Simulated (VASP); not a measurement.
# Bi (Im-3m) in VASP: further runs

Runs on Bi. Level: PBE. Tasks: single point.

Everything below comes from runs of VASP 6.6.1. Logs are shortened: lines on timing, memory, paths and dates and some standing lists are left out, and cuts for length are marked.

## 1. The cell of the first run

The structure is cubic, space group Im-3m (No. 229). The conventional cell has a = 3.819 Å, b = 3.819 Å, c = 3.819 Å, α = 90.00°, β = 90.00°, γ = 90.00°. Within 4.4 Å of Bi (site symmetry m-3m) lie 14 Bi at 3.31 to 3.82 Å.

This isn't the form of Bi at room conditions, which is rhombohedral.

## 2. Single point, PBE (27.86 Å³/atom)

Contents of INCAR:

```
SYSTEM = Bi
  PREC = Accurate
  ENCUT = 520
  EDIFF = 1E-6
  ISMEAR = -1
  SIGMA = 0.1
  LREAL = .FALSE.
  LASPH = .TRUE.
  NELM = 100
  ALGO = Normal
  ISIF = 2
  LWAVE = .FALSE.
  LCHARG = .FALSE.
  GGA = PE
  NBANDS = 14
```

Contents of KPOINTS:

```
regular mesh
0
G
  18 18 18
  0 0 0
```

Contents of POSCAR:

```
Bi
1.0
   -1.9097306456      1.9097306456      1.9097306456
    1.9097306456     -1.9097306456      1.9097306456
    1.9097306456      1.9097306456     -1.9097306456
Bi
1
Direct
    0.0000000000      0.0000000000      0.0000000000
```

Potentials or basis: VASP PAW PBE potentials, release 64 (Bi_d).

Run with:

```sh
cat potpaw_PBE.64/Bi_d/POTCAR > POTCAR
mpirun -np 1 vasp_std > vasp.out
```

OUTCAR:

```text
SYSTEM = Bi
   PREC = Accurate
   ENCUT = 520
   EDIFF = 1E-6
   ISMEAR = -1
   LREAL = .FALSE.
   LASPH = .TRUE.
   NELM = 100
   ISIF = 2
   GGA = PE

 ion  position               nearest neighbor table
   1  0.000  0.000  0.000-

  LATTYP: Found a body centered cubic cell.
 ALAT       =     3.8194612912

  Lattice vectors:

 A1 = (  -1.9097306456,   1.9097306456,   1.9097306456)
 A2 = (   1.9097306456,  -1.9097306456,   1.9097306456)
 A3 = (   1.9097306456,   1.9097306456,  -1.9097306456)

Analysis of symmetry for initial positions (statically):
=====================================================================
 Subroutine PRICEL returns:
 Original cell was already a primitive cell.

 Routine SETGRP: Setting up the symmetry group for a
 body centered cubic supercell.

 Subroutine GETGRP returns: Found 48 space group operations
 (whereof 48 operations were pure point group operations)
 out of a pool of 48 trial point group operations.

The static configuration has the point symmetry O_h .

Analysis of symmetry for dynamics (positions and initial velocities):
=====================================================================
 Subroutine PRICEL returns:
 Original cell was already a primitive cell.

 Routine SETGRP: Setting up the symmetry group for a
 body centered cubic supercell.

 Subroutine GETGRP returns: Found 48 space group operations
 (whereof 48 operations were pure point group operations)
 out of a pool of 48 trial point group operations.

The dynamic configuration has the point symmetry O_h .

 Subroutine INISYM returns: Found 48 space group operations
 (whereof 48 operations are pure point group operations),
 and found     1 'primitive' translations

----------------------------------------------------------------------------------------

                                     Primitive cell

  volume of cell :      27.8597

  direct lattice vectors                    reciprocal lattice vectors
    -1.909730646  1.909730646  1.909730646     0.000000000  0.261817027  0.261817027
     1.909730646 -1.909730646  1.909730646     0.261817027  0.000000000  0.261817027
     1.909730646  1.909730646 -1.909730646     0.261817027  0.261817027  0.000000000

  length of vectors
     3.307750507  3.307750507  3.307750507     0.370265190  0.370265190  0.370265190

[... 83 lines left out ...]
   NFREE  =      0    steps in history (QN), initial steepest desc. (CG)
   ISIF   =      2    stress and relaxation
   ISYM   =      2    0-nonsym 1-usesym 2-fastsym
   POTIM  = 0.5000    time-step for ionic-motion
   TEBEG  =    0.0;   TEEND  =   0.0 temperature during run
   PSTRESS=    0.0 pullay stress
   NELECT =      15.0000    total number of electrons
   NUPDOWN=      -1.0000    fix difference up-down
   EMIN   =  10.00;   EMAX   =-10.00  energy-range for DOS
   EFERMI =   0.00;   METHOD = LEGACY
   ISMEAR =    -1;   SIGMA  =   0.10  broadening in eV -4-tet -1-fermi 0-gaus
   EFERMI_NEDOS =   21; number of points for ismear=-14 and -15
   IALGO  =     38    algorithm
   IMIX   =      4    mixing-type and parameters
     AMIX     =   0.40;   BMIX     =  1.00
     AMIX_MAG =   1.60;   BMIX_MAG =  1.00
  volume/ion in A,a.u.               =      27.86       188.01
  Fermi-wavevector in a.u.,A,eV,Ry     =   1.331823  2.516780 24.133363  1.773752
  Thomas-Fermi vector in A             =   2.460805
   LORBIT       =      0    0 simple, 1 ext, 2 COOP (PROOUT), +10 PAW based schemes
   GGA     = PE    functional components
   LHFCALC =     F    Hartree Fock is set to
   AEXX    =    0.0000 exact exchange contribution
   IVDW    =     0    specifies the selected vdW correction
   LEPSILON=     F    determine dielectric tensor
   LRPA    =     F    only Hartree local field effects (RPA)
 non-spin polarized calculation
  energy-cutoff  :      520.00
  volume of cell :       27.86
 maximum number of plane-waves:       767
 NGX is ok and might be reduce to    28
   NGX = 13   NGY = 13   NGZ = 13

 number of electron      15.0000000 magnetization

 Free energy of the ion-electron system (eV)
  ---------------------------------------------------
  ext. energy  EPLUGINS =         0.00000000
  ---------------------------------------------------
  free energy    TOTEN  =        -3.67336920 eV

  energy without entropy =       -3.65138436  energy(sigma->0) =       -3.66237678

 E-fermi :   9.4006     XC(G=0): -10.8324

 val. band max:        9.3632358101   @ k =   0.1667   0.0556   0.0556
 cond. band min:       9.4078826126   @ k =   0.3889   0.1111   0.0556
 fundamental gap:      0.0446468025
 Fermi energy:         9.4005718944

 k-point     1 :       0.0000    0.0000    0.0000
  band No.  band energies     occupation
      1     -13.7723      2.00000
      2     -13.7723      2.00000
      3     -13.7723      2.00000
      4     -13.5877      2.00000
      5     -13.5877      2.00000
      6      -4.9731      2.00000
      7      15.3461      0.00000
      8      15.3461      0.00000
      9      15.3461      0.00000
     10      19.8536      0.00000
     11      19.8536      0.00000
     12      19.8536      0.00000
     13      20.0348      0.00000
     14      21.8014      0.00000
[... 377 lines left out ...]
      1     -13.8150      2.00000
      2     -13.7342      2.00000
      3     -13.6040      2.00000
      4     -13.6002      2.00000
      5     -13.4930      2.00000
      6      -1.3760      2.00000
      7       4.2127      2.00000
      8       9.9761      0.00631
      9      12.5166      0.00000
     10      16.7581      0.00000
     11      18.9502      0.00000
     12      21.3683      0.00000
     13      23.1278      0.00000
     14      27.4052      0.00000

 [... further k-points ...]

------------------------ aborting loop because EDIFF is reached ----------------------------------------

  FORCE on cell =-STRESS in cart. coord.  units (eV):
  Direction    XX          YY          ZZ          XY          YZ          ZX
  --------------------------------------------------------------------------------------
  -------------------------------------------------------------------------------------
  Total        1.5212072      1.5212072      1.5212072      0.0000000     -0.0000000      0.0000000
  in kB       87.4827869     87.4827869     87.4827869      0.0000000     -0.0000000      0.0000000
  external PRESSURE =      87.4827869 kB  Pullay stress =       0.0000000 kB

 VOLUME and BASIS-vectors are now :
 -----------------------------------------------------------------------------
  energy-cutoff  :      520.00
  volume of cell :       27.86
      direct lattice vectors                 reciprocal lattice vectors
    -1.909730646  1.909730646  1.909730646     0.000000000  0.261817027  0.261817027
     1.909730646 -1.909730646  1.909730646     0.261817027  0.000000000  0.261817027
     1.909730646  1.909730646 -1.909730646     0.261817027  0.261817027  0.000000000

 POSITION                                       TOTAL-FORCE (eV/Angst)
 -----------------------------------------------------------------------------------
      0.00000      0.00000      0.00000        -0.000000      0.000000      0.000000
 -----------------------------------------------------------------------------------
    total drift:                               -0.000000     -0.000000     -0.000000

  FREE ENERGIE OF THE ION-ELECTRON SYSTEM (eV)
  ---------------------------------------------------
  free  energy   TOTEN  =        -3.6733692042 eV

  energy  without entropy=       -3.6513843607  energy(sigma->0) =       -3.66237678
```

OSZICAR:

```text
N       E                     dE             d eps       ncg     rms          rms(c)
DAV:   1     0.114973514125E+03    0.11497E+03   -0.76797E+03  5550   0.128E+03
DAV:   2     0.285604669416E+01   -0.11212E+03   -0.10841E+03  5976   0.346E+02
DAV:   3    -0.352819793420E+01   -0.63842E+01   -0.63625E+01  6756   0.788E+01
DAV:   4    -0.367245605260E+01   -0.14426E+00   -0.14421E+00  6902   0.125E+01
DAV:   5    -0.367863478587E+01   -0.61787E-02   -0.61786E-02  7686   0.239E+00    0.484E-01
DAV:   6    -0.367445411822E+01    0.41807E-02   -0.65786E-03  7532   0.117E+00    0.276E-01
DAV:   7    -0.367334452500E+01    0.11096E-02   -0.38897E-03  7344   0.927E-01    0.759E-02
DAV:   8    -0.367337422515E+01   -0.29700E-04   -0.42128E-04  7254   0.286E-01    0.732E-03
DAV:   9    -0.367337125118E+01    0.29740E-05   -0.81796E-06  7786   0.377E-02    0.404E-03
DAV:  10    -0.367336919789E+01    0.20533E-05   -0.84329E-07  5364   0.116E-02    0.605E-04
DAV:  11    -0.367336920421E+01   -0.63164E-08   -0.18087E-07  4314   0.711E-03
   1 F= -.36733692E+01 E0= -.36623768E+01  d E =-.219848E-01
```

It took 1.7 min on 1 thread of Intel Xeon 8259CL, shared host; peak memory 0.21 GiB.

Results:

- Free energy: -3.6734 eV
- Pressure: 8.7 GPa
- Band gap on the k mesh: zero (an odd number of electrons rules out a gap without spin polarisation)

Caveat: the cell stands under pressure; spin-orbit coupling is left out, which moves the levels of the heavy elements.

## 3. Single point, PBE (29.13 Å³/atom)

This run uses another cell than the first one, of 29.13 Å³/atom.

Contents of INCAR:

```
ALGO = Normal
EDIFF = 1E-6
ENCUT = 520
GGA = PE
ISIF = 2
ISMEAR = -1
LASPH = T
LCHARG = F
LREAL = F
LWAVE = F
NBANDS = 14
NELM = 80
PREC = Accurate
SIGMA = 0.1
```

Contents of KPOINTS:

```
k-points
0
Gamma
  18 18 18
```

Contents of POSCAR:

```
Bi
1.0
   -1.9382382909      1.9382382909      1.9382382909
    1.9382382909     -1.9382382909      1.9382382909
    1.9382382909      1.9382382909     -1.9382382909
Bi
1
Direct
    0.0000000000      0.0000000000      0.0000000000
```

Potentials or basis: VASP PAW PBE potentials, release 64 (Bi_d).

Run with:

```sh
cat potpaw_PBE.64/Bi_d/POTCAR > POTCAR
mpirun -np 1 vasp_std > vasp.out
```

Run time: 1.8 min. Hardware: 1 thread of Intel Xeon 8259CL, shared host; peak memory 0.21 GiB.

It converged, with:

```
Free energy            : -3.7283 eV
Pressure               : 5.1 GPa
Band gap on the k mesh : zero (an odd number of electrons rules out a gap without spin polarisation)
```

Levels at points of the mesh, in eV from the Fermi level:
```tsv
k point	band 3	band 4	band 5	band 6	band 7	band 8	band 9	band 10	band 11	band 12
(0.00, 0.00, 0.00)	-23.11	-22.95	-22.95	-14.02	5.60	5.60	5.60	10.00	10.47	10.47
(0.50, 0.00, 0.00)	-22.96	-22.96	-22.85	-10.58	-5.49	1.69	3.63	6.20	7.72	12.77
(0.50, 0.50, 0.50)	-22.88	-22.88	-22.88	-8.16	-1.97	-1.97	-1.97	3.45	3.45	15.52
```

Caveat: the cell stands under pressure; spin-orbit coupling is left out, which moves the levels of the heavy elements.

## 4. Single point, PBE (30.39 Å³/atom)

This run uses another cell than the first one, of 30.39 Å³/atom.

Contents of INCAR:

```
SYSTEM = Bi
PREC     = Accurate       ! precision mode
ENCUT    = 520            ! plane-wave cutoff, eV
EDIFF    = 1E-6           ! SCF threshold, eV
ISMEAR   = -1             ! smearing method
SIGMA    = 0.1            ! smearing width, eV
LREAL    = .False.        ! projectors in reciprocal space
LASPH    = .True.         ! aspherical terms in the spheres
NELM     = 60             ! most SCF steps
ALGO     = Normal         ! electronic algorithm
ISIF     = 2              ! what is computed and relaxed
LWAVE    = .False.        ! write WAVECAR
LCHARG   = .False.        ! write CHGCAR
GGA      = PE             ! functional
NBANDS   = 14             ! bands
```

Contents of KPOINTS:

```
Automatic mesh
0
Gamma
  18 18 18
  0 0 0
```

Contents of POSCAR:

```
Bi
1.0
   -1.9659311508      1.9659311508      1.9659311508
    1.9659311508     -1.9659311508      1.9659311508
    1.9659311508      1.9659311508     -1.9659311508
Bi
1
Direct
    0.0000000000      0.0000000000      0.0000000000
```

Run with:

```sh
cat potpaw_PBE.64/Bi_d/POTCAR > POTCAR
mpirun -np 1 vasp_std > vasp.out
```

Wall time 1.8 min (1 thread of Intel Xeon 8259CL, shared host); peak memory 0.21 GiB.

Results (log left out):

| Item | Value |
| --- | --- |
| Free energy | -3.7575 eV |
| Pressure | 2.3 GPa |
| Band gap on the k mesh | zero (an odd number of electrons rules out a gap without spin polarisation) |

Levels at points of the mesh, in eV from the Fermi level:
| k point | band 3 | band 4 | band 5 | band 6 | band 7 | band 8 | band 9 | band 10 | band 11 | band 12 |
| --- | --- | --- | --- | --- | --- | --- | --- | --- | --- | --- |
| (0.00, 0.00, 0.00) | -23.06 | -22.93 | -22.93 | -13.69 | 5.29 | 5.29 | 5.29 | 9.43 | 10.47 | 10.47 |
| (0.50, 0.00, 0.00) | -22.93 | -22.93 | -22.84 | -10.51 | -5.22 | 1.61 | 3.52 | 6.05 | 7.62 | 12.52 |
| (0.50, 0.50, 0.50) | -22.86 | -22.86 | -22.86 | -8.29 | -1.86 | -1.86 | -1.86 | 3.50 | 3.50 | 15.41 |

Caveat: spin-orbit coupling is left out, which moves the levels of the heavy elements.

## 5. Summary

| cell | gap on the mesh (eV) | pressure (GPa) |
| --- | --- | --- |
| a = 3.308 Å, angles 109.5°, 1 atom | none | 8.7 |
| a = 3.357 Å, angles 109.5°, 1 atom | none | 5.1 |
| a = 3.405 Å, angles 109.5°, 1 atom | none | 2.3 |

Alike in all rows: task single point; level PBE; potentials or basis VASP PAW PBE potentials, release 64 (Bi_d); no spin polarisation; k mesh 18 × 18 × 18; cutoff (eV) 520; smearing fermi-dirac 0.1 eV.

Caveats: spin-orbit coupling is left out, which moves the levels of the heavy elements; the cell stands under pressure (at least some runs).

Absolute energies hang on the potentials; compare differences alone.
